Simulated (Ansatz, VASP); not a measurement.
# CdTe in VASP and in Ansatz

File POSCAR:

```
CdTe
1.0
    0.0000000000      3.1395734784      3.1395734784
    3.1395734784      0.0000000000      3.1395734784
    3.1395734784      3.1395734784      0.0000000000
Te Cd
1 1
Direct
    0.7500000000      0.7500000000      0.7500000000
    0.0000000000      0.0000000000      0.0000000000
```

Contents of INCAR.step1:

```
PREC = Accurate
ENCUT = 520
EDIFF = 1E-5
ISMEAR = -1
SIGMA = 0.05
LREAL = F
LASPH = T
NELM = 60
ALGO = Normal
ISIF = 2
LWAVE = T
LCHARG = F
GGA = PE
NBANDS = 16
```

INCAR.step2

```
PREC = Accurate
ENCUT = 520
EDIFF = 1E-6
ISMEAR = -1
SIGMA = 0.05
LREAL = F
LASPH = T
NELM = 60
ALGO = Normal
ISIF = 2
LWAVE = F
LCHARG = F
GGA = PE
LHFCALC = T
HFSCREEN = 0.2079
PRECFOCK = Normal
ISTART = 1
NBANDS = 16
```

File KPOINTS:

```
Automatic mesh
0
Gamma
  4 4 4
```

input.yaml

```yaml
crystal:
  lattice:
    - [0.0, 3.1395734784, 3.1395734784]
    - [3.1395734784, 0.0, 3.1395734784]
    - [3.1395734784, 3.1395734784, 0.0]
  atoms:
    - { symbol: Te, position: [0.75, 0.75, 0.75] }
    - { symbol: Cd, position: [0.0, 0.0, 0.0] }
hamiltonian:
  xc: hse06
  pseudopotentials: { kind: paw }
kpoints:
  mp_grid: { grid: [4, 4, 4] }
scf:
  occupations: { method: fermi_dirac, width: 0.05 }
output:
  forces: true
  stress: true
  eigenvalues: true
  write_density: true
  write_potential: true
  elf: true
  volumetric_format: npy
```

Alike in both runs: task single point; functional HSE06; k mesh 4 × 4 × 4; occupations fermi-dirac, width 0.05 eV; no spin polarisation.

|  | VASP | Ansatz |
| --- | --- | --- |
| version | VASP 6.6.1 | Ansatz 0.2.0 |
| potentials or method | VASP PAW PBE potentials, release 64 (Te, Cd) | Ansatz PAW |
| plane-wave cutoff (eV) | 520 | 420 |
| valence electrons in the cell | 18 | 36 |

Ansatz gave:

- gap on the k mesh at the Fermi level (eV): 1.98
- least direct gap on the mesh (eV): 1.98
- pressure (GPa): 7.4

Problem. Which values does VASP return?

Solution. gap on the k mesh at the Fermi level (eV): 1.88; least direct gap on the mesh (eV): 1.88; pressure (GPa): 7.4.

VASP's potentials hold 18 valence electrons a cell and Ansatz's 36, so a difference there can come from the potentials and not from the codes.

The k mesh is coarse, so the values compare programs but aren't converged. Spin-orbit coupling is off throughout.
